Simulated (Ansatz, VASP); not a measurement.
## KBr in VASP and in Ansatz

POSCAR

```
KBr
1.0
    0.0000000000      3.3218549415      3.3218549415
    3.3218549415      0.0000000000      3.3218549415
    3.3218549415      3.3218549415      0.0000000000
Br K
1 1
Direct
    0.5000000000      0.5000000000      0.5000000000
    0.0000000000      0.0000000000      0.0000000000
```

The input INCAR.step1:

```
ALGO     = Normal         # electronic algorithm
EDIFF    = 1E-5           # SCF threshold, eV
ENCUT    = 520            # plane-wave cutoff, eV
GGA      = PE             # functional
ISIF     = 2              # what is computed and relaxed
ISMEAR   = 0              # smearing method
LASPH    = True           # aspherical terms in the spheres
LCHARG   = False          # write CHGCAR
LREAL    = False          # projectors in reciprocal space
LWAVE    = True           # write WAVECAR
NBANDS   = 15             # bands
NELM     = 80             # most SCF steps
PREC     = Accurate       # precision mode
SIGMA    = 0.1            # smearing width, eV
```

File INCAR.step2:

```
AEXX     = 0.25           # exact-exchange fraction
ALGO     = Normal         # electronic algorithm
EDIFF    = 1E-6           # SCF threshold, eV
ENCUT    = 520            # plane-wave cutoff, eV
GGA      = PE             # functional
HFSCREEN = 0.3            # screening, 1/A
ISIF     = 2              # what is computed and relaxed
ISMEAR   = 0              # smearing method
ISTART   = 1            
LASPH    = True           # aspherical terms in the spheres
LCHARG   = False          # write CHGCAR
LHFCALC  = True           # exact exchange
LREAL    = False          # projectors in reciprocal space
LWAVE    = False          # write WAVECAR
NBANDS   = 15             # bands
NELM     = 80             # most SCF steps
PREC     = Accurate       # precision mode
PRECFOCK = Normal       
SIGMA    = 0.1            # smearing width, eV
```

KPOINTS

```
k-points
0
Gamma
  4 4 4
```

input.yaml

```yaml
crystal:
  lattice:
    - [0.0, 3.3218549415, 3.3218549415]
    - [3.3218549415, 0.0, 3.3218549415]
    - [3.3218549415, 3.3218549415, 0.0]
  atoms:
    - { symbol: Br, position: [0.5, 0.5, 0.5] }
    - { symbol: K, position: [0.0, 0.0, 0.0] }
hamiltonian:
  xc: { exchange: pbe, correlation: pbe, exx: { coeff: 0.25, omega: 0.3 } }
  pseudopotentials: { kind: paw }
kpoints:
  mp_grid: { grid: [4, 4, 4] }
scf:
  occupations: { method: gaussian, width: 0.1 }
output:
  forces: true
  stress: true
  eigenvalues: true
```

Alike in both runs: task single point; functional PBE-based screened hybrid with a share of 0.25 of exact exchange and HFSCREEN = 0.3; k mesh 4 × 4 × 4; occupations gaussian, width 0.1 eV; no spin polarisation.

|  | VASP | Ansatz |
| --- | --- | --- |
| version | VASP 6.6.1 | Ansatz 0.2.0 |
| potentials or method | VASP PAW PBE potentials, release 64 (Br, K_sv) | Ansatz PAW |
| plane-wave cutoff (eV) | 520 | 420 |
| valence electrons in the cell | 16 | 16 |

```tsv
	VASP	Ansatz	Ansatz less VASP
gap on the k mesh at the Fermi level (eV)	5.31	5.32	+0.003
least direct gap on the mesh (eV)	5.31	5.32	+0.003
pressure (GPa)	0.2	0.2	-0.02
```

VASP's potentials were made for PBE, not for PBE-based screened hybrid. The functional is the same, so the differences come from potentials, cutoffs and numerics.
